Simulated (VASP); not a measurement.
# Hg (Im-3m) in VASP: notebook, part 2 of 2

VASP 6.6.1. Earlier steps stand in the parts before.

## Step 5: Relaxation of cell and atoms, PBEsol, target pressure 20 GPa, at which the enthalpy is minimised

This run uses another cell than the first one, of 23.33 Å³/atom.

The input, INCAR:

```
PREC = Accurate ; ENCUT = 500
EDIFF = 1E-7 ; ISMEAR = -1
SIGMA = 0.1 ; LREAL = False
LASPH = True ; NELM = 120
ALGO = Normal ; ISIF = 3
LWAVE = False ; LCHARG = False
GGA = PS ; IBRION = 2
NSW = 60 ; EDIFFG = -0.03
PSTRESS = 200.0 ; GGA_COMPAT = False
NELMIN = 4
```

The input, KPOINTS:

```
regular mesh
0
Gamma
  10 10 10
```

The input, POSCAR:

```
Hg
1.0
   -1.8000000000      1.8000000000      1.8000000000
    1.8000000000     -1.8000000000      1.8000000000
    1.8000000000      1.8000000000     -1.8000000000
Hg
1
Direct
    0.0000000000      0.0000000000      0.0000000000
```

The run is started by

```bash
$ cat potpaw_PBE.64/Hg/POTCAR > POTCAR
$ mpirun -np 1 vasp_std > vasp.out
```

Wall time 29 s (1 thread of Intel Xeon Platinum 8259CL at 2.50GHz (Skylake/Cascade Lake), shared host); peak memory 0.16 GiB.

Results (log left out):

- Free energy: -0.3196 eV
- Relaxed volume: 18.92 Å³/atom
- Relaxed cell: a = 2.907 Å, b = 2.907 Å, c = 2.907 Å, α = 109.47°, β = 109.47°, γ = 109.47°
- Space group after relaxing (to 0.1 Å): Im-3m (No. 229)
- Energy change on relaxing (the run minimises the enthalpy): +229.9 meV/atom
- Ionic steps: 5
- Pressure after relaxing: 20.1 GPa
- Band gap on the k mesh: zero (bands 6 and 7 overlap by 4.45 eV)

The path:
```tsv
step	energy change (eV)	largest force (eV/Å)	pressure (GPa)	volume (Å³)
1	0.0000	0.0000	1.25	23.33
2	1.2301	0.0000	79.44	15.27
3	0.2042	0.0000	18.43	19.13
4	0.2199	0.0000	19.47	19.00
5	0.2299	0.0000	20.13	18.92
```

Final structure:
```
CELL_PARAMETERS angstrom
-1.67851 1.67851 1.67851
1.67851 -1.67851 1.67851
1.67851 1.67851 -1.67851
ATOMIC_POSITIONS crystal
Hg 0.00000 0.00000 0.00000
```

Levels at points of the mesh, in eV from the Fermi level:
| k point | band 3 | band 4 | band 5 | band 6 | band 7 | band 8 | band 9 | band 10 |
| --- | --- | --- | --- | --- | --- | --- | --- | --- |
| (0.00, 0.00, 0.00) | -8.09 | -8.09 | -6.72 | -6.72 | 15.68 | 15.68 | 15.68 | 19.60 |
| (0.50, 0.00, 0.00) | -6.82 | -6.62 | -5.68 | -2.55 | -0.63 | 10.64 | 10.80 | 17.25 |
| (0.50, 0.50, 0.50) | -5.94 | -5.94 | -5.94 | 3.82 | 3.82 | 3.82 | 5.13 | 11.64 |

Caveat: the cell is relaxed towards a set pressure, so the run minimises the enthalpy, not the energy; the volume moved by over 15 % at a fixed basis, so the end points are rough; the PAW data sets were made with another functional, which shifts forces and pressure a little; spin-orbit coupling is left out, which moves the levels of the heavy elements.

## Step 6: Relaxation of cell and atoms, PBEsol, target pressure 40 GPa, at which the enthalpy is minimised

This run uses another cell than the first one, of 23.33 Å³/atom.

The input, INCAR:

```
SYSTEM = Hg
PREC = Accurate ; ENCUT = 500
EDIFF = 1E-7 ; ISMEAR = -1
SIGMA = 0.1 ; LREAL = .False.
LASPH = .True. ; NELM = 120
ALGO = Normal ; ISIF = 3
LWAVE = .False. ; LCHARG = .False.
GGA = PS ; IBRION = 2
NSW = 60 ; EDIFFG = -0.03
PSTRESS = 400.0 ; GGA_COMPAT = .False.
NELMIN = 4
```

The input, KPOINTS:

```
Automatic mesh
0
Gamma
  10 10 10
  0 0 0
```

POSCAR is that of step 5.

Potentials or basis: VASP PAW PBE potentials, release 64 (Hg).

The run is started by

```bash
$ cat potpaw_PBE.64/Hg/POTCAR > POTCAR
$ mpirun -np 1 vasp_std > vasp.out
```

Run time: 41 s. Hardware: 1 thread of Intel Xeon Platinum 8259CL at 2.50GHz (Skylake/Cascade Lake), shared host; peak memory 0.16 GiB.

Results (log left out):

- Free energy: -0.0053 eV
- Relaxed volume: 17.18 Å³/atom
- Relaxed cell: a = 2.815 Å, b = 2.815 Å, c = 2.815 Å, α = 109.47°, β = 109.47°, γ = 109.47°
- Space group after relaxing (to 0.1 Å): Im-3m (No. 229)
- Energy change on relaxing (the run minimises the enthalpy): +544.2 meV/atom
- Ionic steps: 7
- Pressure after relaxing: 39.8 GPa
- Band gap on the k mesh: zero (bands 6 and 7 overlap by 4.14 eV)

Step by step:
| step | energy change (eV) | largest force (eV/Å) | pressure (GPa) | volume (Å³) |
| --- | --- | --- | --- | --- |
| 1 | 0.0000 | 0.0000 | 1.25 | 23.33 |
| 2 | 13.3350 | 0.0000 | 836.00 | 8.99 |
| 3 | 0.0467 | 0.0000 | 6.69 | 21.26 |
| 4 | 0.1323 | 0.0000 | 13.44 | 19.86 |
| 5 | 0.7796 | 0.0000 | 53.68 | 16.37 |
| 6 | 0.5009 | 0.0000 | 37.19 | 17.36 |
| 7 | 0.5442 | 0.0000 | 39.80 | 17.18 |

Final structure:
```yaml
crystal:
  lattice:
    - [-1.62551, 1.62551, 1.62551]
    - [1.62551, -1.62551, 1.62551]
    - [1.62551, 1.62551, -1.62551]
  atoms:
    - { symbol: Hg, position: [0.00000, 0.00000, 0.00000] }
```

Levels at points of the mesh, in eV from the Fermi level:
```csv
k point,band 3,band 4,band 5,band 6,band 7,band 8,band 9,band 10
"(0.00, 0.00, 0.00)",-8.86,-8.86,-7.22,-7.22,15.63,15.63,15.63,21.03
"(0.50, 0.00, 0.00)",-7.34,-7.09,-5.97,-3.31,-0.49,10.57,11.22,18.27
"(0.50, 0.50, 0.50)",-6.28,-6.28,-6.28,3.59,3.59,3.59,5.88,12.21
```

Caveat: the cell is relaxed towards a set pressure, so the run minimises the enthalpy, not the energy; the volume moved by over 15 % at a fixed basis, so the end points are rough; the PAW data sets were made with another functional, which shifts forces and pressure a little; spin-orbit coupling is left out, which moves the levels of the heavy elements.

## Step 7: Relaxation of cell and atoms, PBEsol, target pressure 60 GPa, at which the enthalpy is minimised

This run uses another cell than the first one, of 23.33 Å³/atom.

The input, INCAR:

```
SYSTEM = Hg
PREC = Accurate
ENCUT = 500
EDIFF = 1E-7
ISMEAR = -1
SIGMA = 0.1
LREAL = .False.
LASPH = .True.
NELM = 120
ALGO = Normal
ISIF = 3
LWAVE = .False.
LCHARG = .False.
GGA = PS
IBRION = 2
NSW = 60
EDIFFG = -0.03
PSTRESS = 600.0
GGA_COMPAT = .False.
NELMIN = 4
```

The input, KPOINTS:

```
regular mesh
0
Gamma
  10 10 10
  0 0 0
```

POSCAR is that of step 6.

The run is started by

```bash
$ cat potpaw_PBE.64/Hg/POTCAR > POTCAR
$ mpirun -np 1 vasp_std > vasp.out
```

Run time: 59 s. Hardware: 1 thread of Intel Xeon Platinum 8259CL at 2.50GHz (Skylake/Cascade Lake), shared host; peak memory 0.18 GiB.

It converged, with:

| Quantity | Value |
| --- | --- |
| Free energy | 0.3414 eV |
| Relaxed volume | 16.05 Å³/atom |
| Relaxed cell | a = 2.753 Å, b = 2.753 Å, c = 2.753 Å, α = 109.47°, β = 109.47°, γ = 109.47° |
| Space group after relaxing (to 0.1 Å) | Im-3m (No. 229) |
| Energy change on relaxing (the run minimises the enthalpy) | +890.9 meV/atom |
| Ionic steps | 8 |
| Pressure after relaxing | 60.1 GPa |
| Band gap on the k mesh | zero (bands 6 and 7 overlap by 3.89 eV) |

The path:
```
step  energy change (eV)  largest force (eV/Å)  pressure (GPa)  volume (Å³)
   1              0.0000                0.0000            1.25        23.33
   2             88.1280                0.0000         7425.16         4.73
   3              0.0155                0.0000            3.51        22.25
   4              0.0438                0.0000            6.43        21.33
   5              2.2904                0.0000          139.23        13.68
   6              0.5599                0.0000           40.75        17.12
   7              0.8134                0.0000           55.63        16.27
   8              0.8909                0.0000           60.10        16.05
```

Final structure:
```
CELL_PARAMETERS angstrom
-1.58919 1.58919 1.58919
1.58919 -1.58919 1.58919
1.58919 1.58919 -1.58919
ATOMIC_POSITIONS crystal
Hg 0.00000 0.00000 0.00000
```

Levels at points of the mesh, in eV from the Fermi level:
| k point | band 2 | band 3 | band 4 | band 5 | band 6 | band 7 | band 8 | band 9 | band 10 |
| --- | --- | --- | --- | --- | --- | --- | --- | --- | --- |
| (0.00, 0.00, 0.00) | -9.47 | -9.47 | -9.47 | -7.63 | -7.63 | 15.54 | 15.54 | 15.54 | 22.08 |
| (0.50, 0.00, 0.00) | -10.47 | -7.76 | -7.46 | -6.19 | -3.90 | -0.38 | 10.46 | 11.52 | 19.02 |
| (0.50, 0.50, 0.50) | -11.20 | -6.55 | -6.55 | -6.55 | 3.41 | 3.41 | 3.41 | 6.44 | 12.65 |

Caveat: the cell is relaxed towards a set pressure, so the run minimises the enthalpy, not the energy; the volume moved by over 15 % at a fixed basis, so the end points are rough; the PAW data sets were made with another functional, which shifts forces and pressure a little; spin-orbit coupling is left out, which moves the levels of the heavy elements.

## Step 8: The runs side by side

| task | cell | gap on the mesh (eV) | pressure (GPa) |
| --- | --- | --- | --- |
| single point | a = 2.900 Å, angles 109.5°, 1 atom | none | 21.2 |
| single point | a = 3.143 Å, angles 109.5°, 1 atom | none | 0.4 |
| relaxation of cell and atoms | relaxed from a = 3.118 Å, angles 109.5°, 1 atom | none | 0.0 |
| relaxation of cell and atoms | relaxed to 20 GPa from a = 3.118 Å, angles 109.5°, 1 atom | none | 20.1 |
| relaxation of cell and atoms | relaxed to 40 GPa from a = 3.118 Å, angles 109.5°, 1 atom | none | 39.8 |
| relaxation of cell and atoms | relaxed to 60 GPa from a = 3.118 Å, angles 109.5°, 1 atom | none | 60.1 |

Alike in all rows: level PBEsol; potentials or basis VASP PAW PBE potentials, release 64 (Hg); no spin polarisation; k mesh 10 × 10 × 10; cutoff (eV) 500; smearing fermi-dirac 0.1 eV.

Caveats: the PAW data sets were made with another functional, which shifts forces and pressure a little; spin-orbit coupling is left out, which moves the levels of the heavy elements; the cell is relaxed towards a set pressure, so the run minimises the enthalpy, not the energy (at least some runs); the volume moved by over 15 % at a fixed basis, so the end points are rough (at least some runs); the cell stands under pressure (at least some runs).

Total energies depend on the potentials used, so only differences within one code and one set of settings carry meaning.
